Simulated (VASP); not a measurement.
# Sb (Fm-3m) in VASP: a series of runs

Runs on Sb. Level: PBE. Tasks: single point.

Program: VASP 6.6.1. These are calculated values, not measurements. Logs are shortened: lines on timing, memory, paths and dates and some standing lists are left out, and cuts for length are marked.

**1. The cell of the first run**

Symmetry: Fm-3m, No. 225, cubic system. The conventional cell has a = 4.913 Å, b = 4.913 Å, c = 4.913 Å, α = 90.00°, β = 90.00°, γ = 90.00°. Sb (site symmetry m-3m) has 12 Sb at 3.47 Å within 4.6 Å.

**2. Single point, PBE (volume scaled by 1.08)**

File INCAR:

```
SYSTEM = Sb
  PREC = Accurate
  ENCUT = 520
  EDIFF = 1E-6
  ISMEAR = -1
  SIGMA = 0.1
  LREAL = .FALSE.
  LASPH = .TRUE.
  NELM = 100
  ALGO = Normal
  ISIF = 2
  LWAVE = .FALSE.
  LCHARG = .FALSE.
  GGA = PE
  NBANDS = 8
```

File KPOINTS:

```
regular mesh
0
G
  19 19 19
  0 0 0
```

File POSCAR:

```
Sb
1.0
    0.0000000000      2.4562935509      2.4562935509
    2.4562935509      0.0000000000      2.4562935509
    2.4562935509      2.4562935509      0.0000000000
Sb
1
Direct
    0.0000000000      0.0000000000      0.0000000000
```

Potentials or basis: VASP PAW PBE potentials, release 64 (Sb).

On the command line:

```bash
$ cat potpaw_PBE.64/Sb/POTCAR > POTCAR
$ mpirun -np 1 vasp_std > vasp.out
```

OUTCAR:

```text
SYSTEM = Sb
   PREC = Accurate
   ENCUT = 520
   EDIFF = 1E-6
   ISMEAR = -1
   LREAL = .FALSE.
   LASPH = .TRUE.
   NELM = 100
   ISIF = 2
   GGA = PE

 ion  position               nearest neighbor table
   1  0.000  0.000  0.000-

  LATTYP: Found a face centered cubic cell.
 ALAT       =     4.9125871018

  Lattice vectors:

 A1 = (   0.0000000000,   2.4562935509,   2.4562935509)
 A2 = (   2.4562935509,   0.0000000000,   2.4562935509)
 A3 = (   2.4562935509,   2.4562935509,   0.0000000000)

Analysis of symmetry for initial positions (statically):
=====================================================================
 Subroutine PRICEL returns:
 Original cell was already a primitive cell.

 Routine SETGRP: Setting up the symmetry group for a
 face centered cubic supercell.

 Subroutine GETGRP returns: Found 48 space group operations
 (whereof 48 operations were pure point group operations)
 out of a pool of 48 trial point group operations.

The static configuration has the point symmetry O_h .

Analysis of symmetry for dynamics (positions and initial velocities):
=====================================================================
 Subroutine PRICEL returns:
 Original cell was already a primitive cell.

 Routine SETGRP: Setting up the symmetry group for a
 face centered cubic supercell.

 Subroutine GETGRP returns: Found 48 space group operations
 (whereof 48 operations were pure point group operations)
 out of a pool of 48 trial point group operations.

The dynamic configuration has the point symmetry O_h .

 Subroutine INISYM returns: Found 48 space group operations
 (whereof 48 operations are pure point group operations),
 and found     1 'primitive' translations

----------------------------------------------------------------------------------------

                                     Primitive cell

  volume of cell :      29.6395

  direct lattice vectors                    reciprocal lattice vectors
     0.000000000  2.456293551  2.456293551    -0.203558732  0.203558732  0.203558732
     2.456293551  0.000000000  2.456293551     0.203558732 -0.203558732  0.203558732
     2.456293551  2.456293551  0.000000000     0.203558732  0.203558732 -0.203558732

  length of vectors
     3.473723653  3.473723653  3.473723653     0.352574066  0.352574066  0.352574066

  position of ions in fractional coordinates (direct lattice)
     0.000000000  0.000000000  0.000000000

  ion indices of the primitive-cell ions
[... 70 lines left out ...]
   LSORBIT =      F    spin-orbit coupling
   LASPH  =      T    aspherical Exc in radial PAW
   ENCUT  =  520.0 eV  38.22 Ry    6.18 a.u.   6.46  6.46  6.46*2*pi/ulx,y,z
   NELM   =    100;   NELMIN=  2; NELMDL= -5     # of ELM steps
   EDIFF  = 0.1E-05   stopping-criterion for ELM
   LREAL  =      F    real-space projection
   EDIFFG = 0.1E-04   stopping-criterion for IOM
   NSW    =      0    number of steps for IOM
   IBRION =     -1    ionic relax: 0-MD 1-quasi-New 2-CG
   NFREE  =      0    steps in history (QN), initial steepest desc. (CG)
   ISIF   =      2    stress and relaxation
   ISYM   =      2    0-nonsym 1-usesym 2-fastsym
   POTIM  = 0.5000    time-step for ionic-motion
   TEBEG  =    0.0;   TEEND  =   0.0 temperature during run
   PSTRESS=    0.0 pullay stress
   NELECT =       5.0000    total number of electrons
   NUPDOWN=      -1.0000    fix difference up-down
   EMIN   =  10.00;   EMAX   =-10.00  energy-range for DOS
   EFERMI =   0.00;   METHOD = LEGACY
   ISMEAR =    -1;   SIGMA  =   0.10  broadening in eV -4-tet -1-fermi 0-gaus
   EFERMI_NEDOS =   21; number of points for ismear=-14 and -15
   IALGO  =     38    algorithm
   IMIX   =      4    mixing-type and parameters
     AMIX     =   0.40;   BMIX     =  1.00
     AMIX_MAG =   1.60;   BMIX_MAG =  1.00
  volume/ion in A,a.u.               =      29.64       200.02
  Fermi-wavevector in a.u.,A,eV,Ry     =   0.904568  1.709386 11.132876  0.818243
  Thomas-Fermi vector in A             =   2.028031
   LORBIT       =      0    0 simple, 1 ext, 2 COOP (PROOUT), +10 PAW based schemes
   GGA     = PE    functional components
   LHFCALC =     F    Hartree Fock is set to
   AEXX    =    0.0000 exact exchange contribution
   IVDW    =     0    specifies the selected vdW correction
   LEPSILON=     F    determine dielectric tensor
   LRPA    =     F    only Hartree local field effects (RPA)
 non-spin polarized calculation
  energy-cutoff  :      520.00
  volume of cell :       29.64
 maximum number of plane-waves:       821
 NGX is ok and might be reduce to    28
   NGX = 13   NGY = 13   NGZ = 13

 number of electron       5.0000000 magnetization

 Free energy of the ion-electron system (eV)
  ---------------------------------------------------
  ext. energy  EPLUGINS =         0.00000000
  ---------------------------------------------------
  free energy    TOTEN  =        -3.80526587 eV

  energy without entropy =       -3.77971652  energy(sigma->0) =       -3.79249119

 E-fermi :   7.3420     XC(G=0):  -9.8189

 val. band max:        7.3306884562   @ k =   0.4211   0.3158   0.0000
 cond. band min:       7.3497596416   @ k =  -0.1579   0.1579   0.0000
 fundamental gap:      0.0190711855
 Fermi energy:         7.3420000721

 k-point     1 :       0.0000    0.0000    0.0000
  band No.  band energies     occupation
      1      -4.8903      2.00000
      2      11.9690      0.00000
      3      11.9690      0.00000
      4      11.9690      0.00000
      5      16.9748      0.00000
      6      16.9748      0.00000
      7      16.9748      0.00000
      8      17.5565      0.00000
[... 243 lines left out ...]
 k-point    24 :      -0.2632    0.0526    0.0000
  band No.  band energies     occupation
      1      -3.4719      2.00000
      2       5.7469      2.00000
      3      10.2652      0.00000
      4      11.2445      0.00000
      5      15.3869      0.00000
      6      16.8727      0.00000
      7      16.9166      0.00000
      8      19.0122      0.00000

 [... further k-points ...]
[... 5 lines left out ...]
  --------------------------------------------------------------------------------------
  -------------------------------------------------------------------------------------
  Total       -0.6989963     -0.6989963     -0.6989963      0.0000000     -0.0000000      0.0000000
  in kB      -37.7845864    -37.7845864    -37.7845864      0.0000000     -0.0000000      0.0000000
  external PRESSURE =     -37.7845864 kB  Pullay stress =       0.0000000 kB

 VOLUME and BASIS-vectors are now :
 -----------------------------------------------------------------------------
  energy-cutoff  :      520.00
  volume of cell :       29.64
      direct lattice vectors                 reciprocal lattice vectors
     0.000000000  2.456293551  2.456293551    -0.203558732  0.203558732  0.203558732
     2.456293551  0.000000000  2.456293551     0.203558732 -0.203558732  0.203558732
     2.456293551  2.456293551  0.000000000     0.203558732  0.203558732 -0.203558732

 POSITION                                       TOTAL-FORCE (eV/Angst)
 -----------------------------------------------------------------------------------
      0.00000      0.00000      0.00000         0.000000      0.000000     -0.000000
 -----------------------------------------------------------------------------------
    total drift:                                0.000000      0.000000     -0.000000

  FREE ENERGIE OF THE ION-ELECTRON SYSTEM (eV)
  ---------------------------------------------------
  free  energy   TOTEN  =        -3.8052658655 eV

  energy  without entropy=       -3.7797165155  energy(sigma->0) =       -3.79249119
```

OSZICAR:

```text
N       E                     dE             d eps       ncg     rms          rms(c)
DAV:   1     0.519160125691E+01    0.51916E+01   -0.15995E+03  3520   0.402E+02
DAV:   2    -0.370483638900E+01   -0.88964E+01   -0.85401E+01  5000   0.516E+01
DAV:   3    -0.381024318916E+01   -0.10541E+00   -0.10496E+00  4280   0.624E+00
DAV:   4    -0.381058357094E+01   -0.34038E-03   -0.34037E-03  5600   0.438E-01
DAV:   5    -0.381058417230E+01   -0.60136E-06   -0.60207E-06  4416   0.105E-02    0.142E+00
DAV:   6    -0.380695548262E+01    0.36287E-02   -0.29276E-03  4224   0.277E-01    0.793E-01
DAV:   7    -0.380523463540E+01    0.17208E-02   -0.59726E-03  3824   0.399E-01    0.690E-02
DAV:   8    -0.380526599154E+01   -0.31356E-04   -0.83899E-05  4864   0.695E-02    0.577E-03
DAV:   9    -0.380526586552E+01    0.12602E-06   -0.10757E-06  5192   0.796E-03
   1 F= -.38052659E+01 E0= -.37924912E+01  d E =-.255493E-01
```

Wall time 33 s (1 thread of AMD EPYC 7R13 (Zen 3), shared host); peak memory 0.16 GiB.

Results:

| Property | Result |
| --- | --- |
| Free energy | -3.8053 eV |
| Pressure | -3.8 GPa |

Levels at points of the mesh, in eV from the Fermi level:
```
           k point  band 1  band 2  band 3  band 4  band 5  band 6  band 7
(0.00, 0.00, 0.00)  -12.23    4.63    4.63    4.63    9.63    9.63    9.63
```

Caveat: spin-orbit coupling is left out, which moves the levels of the heavy elements.

**3. Single point, PBE (volume scaled by 1.12)**

File INCAR:

```
SYSTEM = Sb
PREC     = Accurate       ! precision mode
ENCUT    = 520            ! plane-wave cutoff, eV
EDIFF    = 1E-6           ! SCF threshold, eV
ISMEAR   = -1             ! smearing method
SIGMA    = 0.1            ! smearing width, eV
LREAL    = .False.        ! projectors in reciprocal space
LASPH    = .True.         ! aspherical terms in the spheres
NELM     = 80             ! most SCF steps
ALGO     = Normal         ! electronic algorithm
ISIF     = 2              ! what is computed and relaxed
LWAVE    = .False.        ! write WAVECAR
LCHARG   = .False.        ! write CHGCAR
GGA      = PE             ! functional
NBANDS   = 8              ! bands
```

File KPOINTS:

```
regular mesh
0
Gamma
  19 19 19
  0 0 0
```

File POSCAR:

```
Sb
1.0
    0.0000000000      2.4862513027      2.4862513027
    2.4862513027      0.0000000000      2.4862513027
    2.4862513027      2.4862513027      0.0000000000
Sb
1
Direct
    0.0000000000      0.0000000000      0.0000000000
```

Potentials or basis: VASP PAW PBE potentials, release 64 (Sb).

On the command line:

```bash
$ cat potpaw_PBE.64/Sb/POTCAR > POTCAR
$ mpirun -np 1 vasp_std > vasp.out
```

It took 33 s on 1 thread of AMD EPYC 7R13 (Zen 3), shared host; peak memory 0.16 GiB.

Results (log left out):

```
Free energy : -3.7746 eV
Pressure    : -5.1 GPa
```

Levels at points of the mesh, in eV from the Fermi level:
```
           k point  band 1  band 2  band 3  band 4  band 5  band 6  band 7
(0.00, 0.00, 0.00)  -11.98    4.39    4.39    4.39    9.52    9.52    9.52
```

Caveat: spin-orbit coupling is left out, which moves the levels of the heavy elements.
